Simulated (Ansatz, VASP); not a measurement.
AlAu2 in VASP and in Ansatz

File INCAR:

```
PREC     = Accurate       # precision mode
ENCUT    = 520            # plane-wave cutoff, eV
EDIFF    = 1E-7           # SCF threshold, eV
ISMEAR   = 0              # smearing method
SIGMA    = 0.15           # smearing width, eV
LREAL    = F              # projectors in reciprocal space
LASPH    = T              # aspherical terms in the spheres
NELM     = 60             # most SCF steps
ALGO     = Fast           # electronic algorithm
ISIF     = 2              # what is computed and relaxed
LWAVE    = F              # write WAVECAR
LCHARG   = T              # write CHGCAR
LELF     = T              # ELF
LVHAR    = T            
NBANDS   = 20             # bands
```

File KPOINTS:

```
regular mesh
0
Gamma
  16 16 16
```

POSCAR

```
AlAu2
1.0
   -1.6853500000      1.6853500000      4.4441500000
    1.6853500000     -1.6853500000      4.4441500000
    1.6853500000      1.6853500000     -4.4441500000
Al Au
1 2
Direct
    0.0000000000      0.0000000000      0.0000000000
    0.6570428093      0.6570428093      0.0000000000
    0.3429571907      0.3429571907      0.0000000000
```

Input for Ansatz:

```yaml
crystal:
  lattice:
    - [-1.68535, 1.68535, 4.44415]
    - [1.68535, -1.68535, 4.44415]
    - [1.68535, 1.68535, -4.44415]
  atoms:
    - { symbol: Al, position: [0.0, 0.0, 0.0] }
    - { symbol: Au, position: [0.6570428093, 0.6570428093, 0.0] }
    - { symbol: Au, position: [0.3429571907, 0.3429571907, 0.0] }
basis:
  ecutwfc: 420
kpoints:
  mp_grid: { grid: [16, 16, 16] }
hamiltonian:
  xc: lda
scf:
  occupations: { method: gaussian, width: 0.15 }
output:
  forces: true
  stress: true
  eigenvalues: true
  write_density: true
  write_potential: true
  elf: true
  volumetric_format: npy
```

Alike in both runs: task single point; functional LDA; k mesh 16 × 16 × 16; occupations gaussian, width 0.15 eV; no spin polarisation.

|  | VASP | Ansatz |
| --- | --- | --- |
| version | VASP 6.6.1 | Ansatz 0.2.0 |
| potentials or method | VASP PAW LDA potentials, release 64 (Al, Au), cutoff 520 eV | scalar-relativistic, plane waves, PAW |
| valence electrons in the cell | 25 | 41 |

Ansatz gave:

```
gap on the k mesh at the Fermi level (eV)                     : none
pressure (GPa)                                                : -9.4
traceless stress, the component that is largest in VASP (GPa) : -1.24
rms of the force components (eV/Å)                            : 0.062
```

What did VASP give for the same quantities?

gap on the k mesh at the Fermi level (eV): none; pressure (GPa): -9.1; traceless stress, the component that is largest in VASP (GPa): -1.14; rms of the force components (eV/Å): 0.056.

LDA's correlation is that of Perdew and Zunger in VASP and of Perdew and Wang (1992) in Ansatz. Atom by atom the forces differ by 0.006 eV/Å (rms over components). A gap of «none» marks a metal or a gap that the smearing closes. VASP's potentials hold 25 valence electrons a cell and Ansatz's 41, so a difference there can come from the potentials and not from the codes.

Neither program's run includes spin-orbit coupling.
